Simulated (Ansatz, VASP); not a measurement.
# One calculation of Al, two programs

The input INCAR:

```
ALGO = Normal
EDIFF = 1E-6
ENCUT = 520
GGA = CA
ISIF = 2
ISMEAR = -1
LASPH = True
LCHARG = True
LELF = True
LREAL = False
LVHAR = True
LWAVE = False
NBANDS = 8
NELM = 60
PREC = Accurate
SIGMA = 0.03
```

KPOINTS

```
k-points
0
Gamma
  17 17 17
```

The input POSCAR:

```
Al
1.0
    0.0000000000      2.0373842317      2.0373842317
    2.0373842317      0.0000000000      2.0373842317
    2.0373842317      2.0373842317      0.0000000000
Al
1
Direct
    0.0000000000      0.0000000000      0.0000000000
```

Input for Ansatz:

```yaml
crystal:
  lattice:
    - [0.0, 2.0373842317, 2.0373842317]
    - [2.0373842317, 0.0, 2.0373842317]
    - [2.0373842317, 2.0373842317, 0.0]
  atoms:
    - { symbol: Al, position: [0.0, 0.0, 0.0] }
kpoints:
  mp_grid: { grid: [17, 17, 17] }
  band_path:
    path:
      - [0.0, 0.0, 0.0]
      - [0.5, 0.0, 0.5]
      - [0.625, 0.25, 0.625]
      - [0.375, 0.375, 0.75]
      - [0.0, 0.0, 0.0]
      - [0.5, 0.5, 0.5]
      - [0.5, 0.25, 0.75]
      - [0.5, 0.0, 0.5]
    npoints: 5
scf:
  occupations: { method: fermi_dirac, width: 0.03 }
hamiltonian:
  xc: lda
  pseudopotentials: { kind: all_electron, lapw: { basis_error: 0.0005 } }
output:
  forces: true
  stress: true
  eigenvalues: true
```

Change from the starting cell: volume scaled by 1.02.

Alike in both runs: task single point; functional LDA; k mesh 17 × 17 × 17; occupations fermi-dirac, width 0.03 eV; no spin polarisation.

|  | VASP | Ansatz |
| --- | --- | --- |
| version | VASP 6.6.1 | Ansatz 0.2.0 |
| potentials or method | VASP PAW LDA potentials, release 64 (Al), cutoff 520 eV | all-electron LAPW, scalar-relativistic |

```csv
,VASP,Ansatz,Ansatz less VASP
pressure (GPa),-4.9,-4.9,-0.02
```

LDA's correlation is that of Perdew and Zunger in VASP and of Perdew and Wang (1992) in Ansatz. Ansatz ran all-electron here, and VASP with PAW potentials.
